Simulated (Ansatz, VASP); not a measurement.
**Two plane-wave programs on AlCo**

INCAR

```
SYSTEM = AlCo
  PREC = Accurate
  ENCUT = 520
  EDIFF = 1E-7
  ISMEAR = 0
  SIGMA = 0.15
  LREAL = .FALSE.
  LASPH = .TRUE.
  NELM = 60
  ALGO = Fast
  ISIF = 2
  LWAVE = .FALSE.
  LCHARG = .FALSE.
  GGA = PS
  NBANDS = 13
```

File KPOINTS:

```
regular mesh
0
G
  22 22 22
  0 0 0
```

File POSCAR:

```
AlCo
1.0
    2.8649243187      0.0000000000      0.0000000000
    0.0000000000      2.8649243187      0.0000000000
    0.0000000000      0.0000000000      2.8225855357
Al Co
1 1
Direct
    0.0000000000      0.0000000000      0.0000000000
    0.5000000000      0.5000000000      0.5000000000
```

Input for Ansatz:

```yaml
crystal:
  lattice:
    - [2.8649243187, 0.0, 0.0]
    - [0.0, 2.8649243187, 0.0]
    - [0.0, 0.0, 2.8225855357]
  atoms:
    - { symbol: Al, position: [0.0, 0.0, 0.0] }
    - { symbol: Co, position: [0.5, 0.5, 0.5] }
basis:
  ecutwfc: 420
kpoints:
  mp_grid: { grid: [22, 22, 22] }
hamiltonian:
  xc: pbesol
scf:
  occupations: { method: gaussian, width: 0.15 }
output:
  forces: true
  stress: true
  eigenvalues: true
```

Change from the starting cell: strain +0.0150 x Voigt [1, 1, 0, 0, 0, 0], atoms carried along.

Alike in both runs: task single point; functional PBEsol; k mesh 22 × 22 × 22; occupations gaussian, width 0.15 eV; no spin polarisation.

|  | VASP | Ansatz |
| --- | --- | --- |
| version | VASP 6.6.1 | Ansatz 0.2.0 |
| potentials or method | VASP PAW PBE potentials, release 64 (Al, Co), cutoff 520 eV | scalar-relativistic, plane waves, PAW |
| valence electrons in the cell | 12 | 20 |

```csv
,VASP,Ansatz,Ansatz less VASP
gap on the k mesh at the Fermi level (eV),none,none,-
pressure (GPa),-5.3,-5.3,-0.04
"traceless stress, the component that is largest in VASP (GPa)",1.69,1.69,+0.001
```

VASP's potentials were made for PBE, not for PBEsol. A gap of «none» marks a metal or a gap that the smearing closes. With one functional, cell and mesh, what is left measures potentials, basis and numerics. VASP's potentials hold 12 valence electrons a cell and Ansatz's 20, so a difference there can come from the potentials and not from the codes.
